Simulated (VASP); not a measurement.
# CdHg3Se4 (P-4m2) in VASP: notebook, part 2 of 2

VASP 6.6.1. Earlier steps stand in the parts before.

## Step 3: Single point, PBE

This run uses another cell than the first one, of 30.69 Å³/atom.

File INCAR:

```
PREC     = Accurate       # precision mode
ENCUT    = 520            # plane-wave cutoff, eV
EDIFF    = 1E-6           # SCF threshold, eV
ISMEAR   = 0              # smearing method
SIGMA    = 0.1            # smearing width, eV
LREAL    = False          # projectors in reciprocal space
LASPH    = True           # aspherical terms in the spheres
NELM     = 80             # most SCF steps
ALGO     = Normal         # electronic algorithm
ISIF     = 2              # what is computed and relaxed
LWAVE    = False          # write WAVECAR
LCHARG   = False          # write CHGCAR
GGA      = PE             # functional
NBANDS   = 46             # bands
```

File KPOINTS:

```
regular mesh
0
Gamma
  4 4 2
```

File POSCAR:

```
CdHg3Se4
1.0
    4.4410519524      0.0000000000      0.0000000000
    0.0000000000      4.4410519524      0.0000000000
    0.0000000000      0.0000000000     12.4488499318
Cd Hg Se
1 3 4
Direct
    0.5000000000      0.5000000000      0.5000000000
    0.0000000000      0.0000000000      0.7484856466
    0.5000000000      0.5000000000      0.0000000000
    0.0000000000      0.0000000000      0.2515143534
    0.5000000000      0.0000000000      0.8742661661
    0.0000000000      0.5000000000      0.1257338339
    0.5000000000      0.0000000000      0.3775703324
    0.0000000000      0.5000000000      0.6224296676
```

Potentials or basis: VASP PAW PBE potentials, release 64 (Cd, Hg, Se).

Run with:

```sh
$ cat potpaw_PBE.64/Cd/POTCAR potpaw_PBE.64/Hg/POTCAR potpaw_PBE.64/Se/POTCAR > POTCAR
$ mpirun -np 1 vasp_std > vasp.out
```

OUTCAR:

```text
PREC = Accurate
   ENCUT = 520
   EDIFF = 1E-6
   ISMEAR = 0
   LREAL = False
   LASPH = True
   NELM = 80
   ISIF = 2
   GGA = PE

 ion  position               nearest neighbor table
   1  0.500  0.500  0.500-   7 2.69   8 2.69   7 2.69   8 2.69
   2  0.000  0.000  0.748-   5 2.72   5 2.72   8 2.72   8 2.72
   3  0.500  0.500  0.000-   5 2.72   6 2.72   5 2.72   6 2.72
   4  0.000  0.000  0.252-   6 2.72   6 2.72   7 2.72   7 2.72
   5  0.500  0.000  0.874-   3 2.72   3 2.72   2 2.72   2 2.72
   6  0.000  0.500  0.126-   3 2.72   3 2.72   4 2.72   4 2.72
   7  0.500  0.000  0.378-   1 2.69   1 2.69   4 2.72   4 2.72
   8  0.000  0.500  0.622-   1 2.69   1 2.69   2 2.72   2 2.72

  LATTYP: Found a simple tetragonal cell.
 ALAT       =     4.4410519524
 C/A-ratio  =     2.8031308945

  Lattice vectors:

 A1 = (   4.4410519524,   0.0000000000,   0.0000000000)
 A2 = (   0.0000000000,   4.4410519524,   0.0000000000)
 A3 = (   0.0000000000,   0.0000000000,  12.4488499318)

Analysis of symmetry for initial positions (statically):
=====================================================================
 Subroutine PRICEL returns:
 Original cell was already a primitive cell.

 Routine SETGRP: Setting up the symmetry group for a
 simple tetragonal supercell.

 Subroutine GETGRP returns: Found  8 space group operations
 (whereof  8 operations were pure point group operations)
 out of a pool of 16 trial point group operations.

The static configuration has the point symmetry D_2d.

Analysis of symmetry for dynamics (positions and initial velocities):
=====================================================================
 Subroutine PRICEL returns:
 Original cell was already a primitive cell.

 Routine SETGRP: Setting up the symmetry group for a
 simple tetragonal supercell.

 Subroutine GETGRP returns: Found  8 space group operations
 (whereof  8 operations were pure point group operations)
 out of a pool of 16 trial point group operations.

The dynamic configuration has the point symmetry D_2d.

 Subroutine INISYM returns: Found  8 space group operations
 (whereof  8 operations are pure point group operations),
 and found     1 'primitive' translations

----------------------------------------------------------------------------------------

                                     Primitive cell

  volume of cell :     245.5280

  direct lattice vectors                    reciprocal lattice vectors
     4.441051952  0.000000000  0.000000000     0.225171876  0.000000000  0.000000000
     0.000000000  4.441051952  0.000000000     0.000000000  0.225171876  0.000000000
     0.000000000  0.000000000 12.448849932     0.000000000  0.000000000  0.080328706

  length of vectors
     4.441051952  4.441051952 12.448849932     0.225171876  0.225171876  0.080328706

  position of ions in fractional coordinates (direct lattice)
     0.500000000  0.500000000  0.500000000
     0.000000000  0.000000000  0.748485647
     0.500000000  0.500000000  0.000000000
[... 47 lines left out ...]
  0.500000  0.000000  0.000000      2.000000
  0.250000  0.250000  0.000000      4.000000
  0.500000  0.250000  0.000000      4.000000
  0.500000  0.500000  0.000000      1.000000
  0.000000  0.000000  0.500000      1.000000
  0.250000  0.000000  0.500000      4.000000
  0.500000  0.000000  0.500000      2.000000
  0.250000  0.250000  0.500000      4.000000
  0.500000  0.250000  0.500000      4.000000
  0.500000  0.500000  0.500000      1.000000
   k-points           NKPTS =     12   k-points in BZ     NKDIM =     12   number of bands    NBANDS=     46
   number of dos      NEDOS =    301   number of ions     NIONS =      8
   total plane-waves  NPLWV = 124416
   dimension x,y,z NGX =    36 NGY =   36 NGZ =   96
   dimension x,y,z NGXF=    72 NGYF=   72 NGZF=  192
   ions per type =               1   3   4
   NGX,Y,Z   is equivalent  to a cutoff of  13.48, 13.48, 12.82 a.u.
   NGXF,Y,Z  is equivalent  to a cutoff of  26.95, 26.95, 25.64 a.u.
 SYSTEM =  unknown system
   PREC   = accura    normal or accurate (medium, high low for compatibility)
   ISTART =      0    job   : 0-new  1-cont  2-samecut
   ICHARG =      2    charge: 1-file 2-atom 10-const
   ISPIN  =      1    spin polarized calculation?
   LNONCOLLINEAR =      F non collinear calculations
   LSORBIT =      F    spin-orbit coupling
   LASPH  =      T    aspherical Exc in radial PAW
   ENCUT  =  520.0 eV  38.22 Ry    6.18 a.u.   8.26  8.26 23.15*2*pi/ulx,y,z
   NELM   =     80;   NELMIN=  2; NELMDL= -5     # of ELM steps
   EDIFF  = 0.1E-05   stopping-criterion for ELM
   LREAL  =      F    real-space projection
   EDIFFG = 0.1E-04   stopping-criterion for IOM
   NSW    =      0    number of steps for IOM
   IBRION =     -1    ionic relax: 0-MD 1-quasi-New 2-CG
   NFREE  =      0    steps in history (QN), initial steepest desc. (CG)
   ISIF   =      2    stress and relaxation
   ISYM   =      2    0-nonsym 1-usesym 2-fastsym
   POTIM  = 0.5000    time-step for ionic-motion
   TEBEG  =    0.0;   TEEND  =   0.0 temperature during run
   PSTRESS=    0.0 pullay stress
   NELECT =      72.0000    total number of electrons
   NUPDOWN=      -1.0000    fix difference up-down
   EMIN   =  10.00;   EMAX   =-10.00  energy-range for DOS
   EFERMI =   0.00;   METHOD = LEGACY
   ISMEAR =     0;   SIGMA  =   0.10  broadening in eV -4-tet -1-fermi 0-gaus
   EFERMI_NEDOS =   21; number of points for ismear=-14 and -15
   IALGO  =     38    algorithm
   IMIX   =      4    mixing-type and parameters
     AMIX     =   0.40;   BMIX     =  1.00
     AMIX_MAG =   1.60;   BMIX_MAG =  1.00
  volume/ion in A,a.u.               =      30.69       207.11
  Fermi-wavevector in a.u.,A,eV,Ry     =   1.087640  2.055342 16.095172  1.182962
  Thomas-Fermi vector in A             =   2.223804
   LORBIT       =      0    0 simple, 1 ext, 2 COOP (PROOUT), +10 PAW based schemes
   GGA     = PE    functional components
   LHFCALC =     F    Hartree Fock is set to
   AEXX    =    0.0000 exact exchange contribution
   IVDW    =     0    specifies the selected vdW correction
   LEPSILON=     F    determine dielectric tensor
   LRPA    =     F    only Hartree local field effects (RPA)
 non-spin polarized calculation
 Gauss-broadening in eV      SIGMA  =   0.10
  energy-cutoff  :      520.00
  volume of cell :      245.53
 maximum number of plane-waves:      6640
 NGX is ok and might be reduce to    36
   NGX = 17   NGY = 17   NGZ = 47

 number of electron      71.9999997 magnetization

 Free energy of the ion-electron system (eV)
  ---------------------------------------------------
  ext. energy  EPLUGINS =         0.00000000
  ---------------------------------------------------
  free energy    TOTEN  =       -17.67884365 eV

  energy without entropy =      -17.67397663  energy(sigma->0) =      -17.67641014

 E-fermi :   0.8216     XC(G=0):  -8.6037

 val. band max:        0.7925383449   @ k =   0.0000   0.0000   0.0000
 cond. band min:       1.7654328360   @ k =   0.0000   0.0000   0.5000
 fundamental gap:      0.9728944911
 Fermi energy:         0.8215569855

 k-point     1 :       0.0000    0.0000    0.0000
  band No.  band energies     occupation
      1     -11.9225      2.00000
      2     -11.6869      2.00000
      3     -11.6467      2.00000
      4     -11.4181      2.00000
      5      -7.1521      2.00000
      6      -7.1521      2.00000
[... 577 lines left out ...]
     45       8.6665      0.00000
     46       8.7381      0.00000

------------------------ aborting loop because EDIFF is reached ----------------------------------------

  FORCE on cell =-STRESS in cart. coord.  units (eV):
  Direction    XX          YY          ZZ          XY          YZ          ZX
  --------------------------------------------------------------------------------------
  -------------------------------------------------------------------------------------
  Total       -0.0410923     -0.0410923     -0.1650933      0.0000000     -0.0000000      0.0000000
  in kB       -0.2681453     -0.2681453     -1.0773057      0.0000000     -0.0000000      0.0000000
  external PRESSURE =      -0.5378654 kB  Pullay stress =       0.0000000 kB

 VOLUME and BASIS-vectors are now :
 -----------------------------------------------------------------------------
  energy-cutoff  :      520.00
  volume of cell :      245.53
      direct lattice vectors                 reciprocal lattice vectors
     4.441051952  0.000000000  0.000000000     0.225171876  0.000000000  0.000000000
     0.000000000  4.441051952  0.000000000     0.000000000  0.225171876  0.000000000
     0.000000000  0.000000000 12.448849932     0.000000000  0.000000000  0.080328706

 POSITION                                       TOTAL-FORCE (eV/Angst)
 -----------------------------------------------------------------------------------
      2.22053      2.22053      6.22442        -0.000000     -0.000000      0.000000
      0.00000      0.00000      9.31779        -0.000000     -0.000000     -0.001455
      2.22053      2.22053      0.00000        -0.000000      0.000000      0.000000
      0.00000      0.00000      3.13106        -0.000000     -0.000000      0.001455
      2.22053      0.00000     10.88361        -0.000000     -0.000000     -0.001274
      0.00000      2.22053      1.56524        -0.000000     -0.000000      0.001274
      2.22053      0.00000      4.70032        -0.000000     -0.000000     -0.009461
      0.00000      2.22053      7.74853         0.000000     -0.000000      0.009461
 -----------------------------------------------------------------------------------
    total drift:                                0.000000      0.000000      0.000000

  FREE ENERGIE OF THE ION-ELECTRON SYSTEM (eV)
  ---------------------------------------------------
  free  energy   TOTEN  =       -17.6788436547 eV

  energy  without entropy=      -17.6739766286  energy(sigma->0) =      -17.67641014
```

Wall time 86 s (1 thread of Intel Xeon 6975P-C (Granite Rapids), shared host); peak memory 0.41 GiB.

Results:

```
Free energy   : -17.6788 eV
Pressure      : -0.1 GPa
Largest force : 0.009 eV/Å
```

Forces on the atoms (eV/Å):
```
Cd   0.000  0.000  0.000
Hg   0.000  0.000 -0.001
Hg   0.000  0.000  0.000
Hg   0.000  0.000  0.001
Se   0.000  0.000 -0.001
Se   0.000  0.000  0.001
Se   0.000  0.000 -0.009
Se   0.000  0.000  0.009
```

Levels at points of the mesh, in eV from the Fermi level:
```csv
k point,band 33,band 34,band 35,band 36,band 37,band 38,band 39,band 40
"(0.00, 0.00, 0.00)",-0.99,-0.70,-0.03,-0.03,-0.03,2.15,2.36,2.94
"(0.50, 0.00, 0.00)",-0.79,-0.76,-0.76,-0.75,1.13,1.46,2.39,2.89
"(0.50, 0.50, 0.00)",-1.89,-1.89,-1.89,-1.84,2.63,2.95,3.18,3.18
"(0.00, 0.00, 0.50)",-0.45,-0.45,-0.28,-0.28,0.94,1.19,2.67,3.00
"(0.50, 0.00, 0.50)",-1.03,-0.78,-0.76,-0.76,1.78,1.79,1.82,2.58
"(0.50, 0.50, 0.50)",-2.04,-2.03,-1.94,-1.92,2.94,3.05,3.08,3.78
```

Caveat: spin-orbit coupling is left out, which moves the levels of the heavy elements.

## Step 4: Relaxation of cell and atoms, PBE

File INCAR:

```
PREC = Accurate
ENCUT = 600
EDIFF = 1E-6
ISMEAR = 0
SIGMA = 0.1
LREAL = False
LASPH = True
NELM = 60
ALGO = Normal
ISIF = 3
LWAVE = False
LCHARG = False
GGA = PE
IBRION = 2
NSW = 90
EDIFFG = -0.04
```

KPOINTS is that of step 3.

File POSCAR:

```
CdHg3Se4
1.0
    4.2565572000      0.0000000000      0.0000000000
    0.0000000000      4.2565572000      0.0000000000
    0.0000000000      0.0000000000     12.0393618600
Cd Hg Se
1 3 4
Direct
    0.5000000000      0.5000000000      0.5000000000
    0.0000000000      0.0000000000      0.7500000000
    0.5000000000      0.5000000000      0.0000000000
    0.0000000000      0.0000000000      0.2500000000
    0.5000000000      0.0000000000      0.8750000000
    0.0000000000      0.5000000000      0.1250000000
    0.5000000000      0.0000000000      0.3750000000
    0.0000000000      0.5000000000      0.6250000000
```

Run with:

```sh
$ cat potpaw_PBE.64/Cd/POTCAR potpaw_PBE.64/Hg/POTCAR potpaw_PBE.64/Se/POTCAR > POTCAR
$ mpirun -np 1 vasp_std > vasp.out
```

Run time: 5.5 min. Hardware: 1 thread of Intel Xeon 6975P-C (Granite Rapids), shared host; peak memory 0.44 GiB.

It converged, with:

```
Free energy                           : -17.6738 eV
Relaxed volume                        : 30.61 Å³/atom
Relaxed cell                          : a = 4.440 Å, b = 4.440 Å, c = 12.421 Å, α = 90.00°, β = 90.00°, γ = 90.00°
Space group after relaxing (to 0.1 Å) : P-4m2 (No. 115)
Energy gained by relaxing             : 64.2 meV/atom
Ionic steps                           : 8
Pressure after relaxing               : 0.1 GPa
Largest force after relaxing          : 0.030 eV/Å
```

Forces in eV/Å, atoms in the order of the input:
```
Cd   0.000  0.000  0.000
Hg   0.000  0.000 -0.030
Hg   0.000  0.000  0.000
Hg   0.000  0.000  0.030
Se   0.000  0.000 -0.020
Se   0.000  0.000  0.020
Se   0.000  0.000 -0.013
Se   0.000  0.000  0.013
```

Step by step:
```csv
step,energy change (eV),largest force (eV/Å),pressure (GPa),volume (Å³)
1,0.0000,0.2166,6.74,218.13
2,-0.4493,0.0717,-1.70,256.39
3,-0.5104,0.0977,0.03,245.15
4,-0.5104,0.0961,-0.08,245.71
5,-0.5115,0.0692,-0.07,245.68
6,-0.5132,0.0464,-0.06,245.60
7,-0.5132,0.0496,-0.06,245.59
8,-0.5138,0.0297,0.06,244.91
```

Final structure:
```
CELL_PARAMETERS angstrom
4.44046 0.00000 0.00000
0.00000 4.44046 0.00000
0.00000 0.00000 12.42090
ATOMIC_POSITIONS crystal
Cd 0.50000 0.50000 0.50000
Hg 0.00000 0.00000 0.74928
Hg 0.50000 0.50000 0.00000
Hg 0.00000 0.00000 0.25072
Se 0.50000 0.00000 0.87482
Se 0.00000 0.50000 0.12518
Se 0.50000 0.00000 0.37727
Se 0.00000 0.50000 0.62273
```

Levels at points of the mesh, in eV from the Fermi level:
```
           k point  band 32  band 33  band 34  band 35  band 36  band 37  band 38  band 39  band 40  band 41
(0.00, 0.00, 0.00)    -1.00    -1.00    -0.69    -0.03    -0.03    -0.02     2.15     2.36     2.93     3.16
(0.50, 0.00, 0.00)    -0.82    -0.79    -0.78    -0.76    -0.76     1.13     1.46     2.39     2.90     5.63
(0.50, 0.50, 0.00)    -2.07    -1.90    -1.90    -1.90    -1.84     2.63     2.98     3.18     3.18     3.43
(0.00, 0.00, 0.50)    -1.48    -0.46    -0.46    -0.29    -0.29     0.95     1.20     2.66     3.00     3.25
(0.50, 0.00, 0.50)    -1.32    -1.03    -0.78    -0.78    -0.77     1.78     1.80     1.82     2.58     5.71
(0.50, 0.50, 0.50)    -2.07    -2.05    -2.03    -1.95    -1.92     2.94     3.08     3.09     3.79     3.79
```

Caveat: the k points lie up to 0.35 Å⁻¹ apart in the final cell; spin-orbit coupling is left out, which moves the levels of the heavy elements.

## Step 5: Single point, PBE

This run uses another cell than the first one, of 30.44 Å³/atom.

File INCAR:

```
ALGO = Normal ; EDIFF = 1E-6
ENCUT = 520 ; GGA = PE
ISIF = 2 ; ISMEAR = 0
LASPH = True ; LCHARG = False
LREAL = False ; LWAVE = False
NBANDS = 46 ; NELM = 60
PREC = Accurate ; SIGMA = 0.1
```

File KPOINTS:

```
k-points
0
Gamma
  8 8 4
```

File POSCAR:

```
CdHg3Se4
1.0
    4.4198564708      0.0000000000      0.0000000000
    0.0000000000      4.4198564708      0.0000000000
    0.0000000000      0.0000000000     12.4648037852
Cd Hg Se
1 3 4
Direct
    0.5000000000      0.5000000000      0.5000000000
    0.0000000000      0.0000000000      0.7485848866
    0.5000000000      0.5000000000      0.0000000000
    0.0000000000      0.0000000000      0.2514151134
    0.5000000000      0.0000000000      0.8742891270
    0.0000000000      0.5000000000      0.1257108730
    0.5000000000      0.0000000000      0.3773527803
    0.0000000000      0.5000000000      0.6226472197
```

Run with:

```sh
$ cat potpaw_PBE.64/Cd/POTCAR potpaw_PBE.64/Hg/POTCAR potpaw_PBE.64/Se/POTCAR > POTCAR
$ mpirun -np 1 vasp_std > vasp.out
```

Run time: 4.1 min. Hardware: 1 thread of Intel Xeon 6975P-C (Granite Rapids), shared host; peak memory 0.63 GiB.

It converged, with:

```
Free energy            : -17.7481 eV
Pressure               : 0.2 GPa
Band gap on the k mesh : zero (filled and empty bands touch)
```

Levels at points of the mesh, in eV from the Fermi level:
```tsv
k point	band 33	band 34	band 35	band 36	band 37	band 38	band 39	band 40
(0.00, 0.00, 0.00)	-1.03	-0.71	-0.07	-0.06	-0.06	2.14	2.35	2.95
(0.50, 0.00, 0.00)	-0.82	-0.82	-0.79	-0.79	1.11	1.43	2.39	2.89
(0.50, 0.50, 0.00)	-1.97	-1.95	-1.95	-1.91	2.60	2.92	3.13	3.13
(0.00, 0.00, 0.50)	-0.49	-0.49	-0.31	-0.31	0.92	1.17	2.68	3.00
(0.50, 0.00, 0.50)	-1.06	-0.82	-0.79	-0.79	1.76	1.78	1.81	2.56
(0.50, 0.50, 0.50)	-2.12	-2.10	-2.01	-1.99	2.91	3.03	3.05	3.73
```

Caveat: semilocal functionals underestimate gaps, so a narrow gap can read as zero; spin-orbit coupling is left out, which moves the levels of the heavy elements.

## Step 6: Summary

| task | cell | k mesh | cutoff (eV) | gap on the mesh (eV) | pressure (GPa) | largest force (eV/Å) |
| --- | --- | --- | --- | --- | --- | --- |
| single point | a = 4.257, b = 4.257, c = 12.039 Å, 8 atoms, atomic positions A | 4 × 4 × 2 | 520 | none | 6.7 | 0.22 |
| single point | a = 4.441, b = 4.441, c = 12.449 Å, 8 atoms, atomic positions B | 4 × 4 × 2 | 520 | - | -0.1 | 0.01 |
| relaxation of cell and atoms | relaxed from a = 4.257, b = 4.257, c = 12.039 Å, 8 atoms, atomic positions A | 4 × 4 × 2 | 600 | - | 0.1 | 0.03 |
| single point | a = 4.420, b = 4.420, c = 12.465 Å, 8 atoms, atomic positions B | 8 × 8 × 4 | 520 | none | 0.2 | - |

Alike in all rows: level PBE; potentials or basis VASP PAW PBE potentials, release 64 (Cd, Hg, Se); no spin polarisation; smearing gaussian 0.1 eV.

Caveats: some runs use coarse meshes; spin-orbit coupling is left out, which moves the levels of the heavy elements; semilocal functionals underestimate gaps, so a narrow gap can read as zero (at least some runs).

Absolute energies hang on the potentials; compare differences alone.
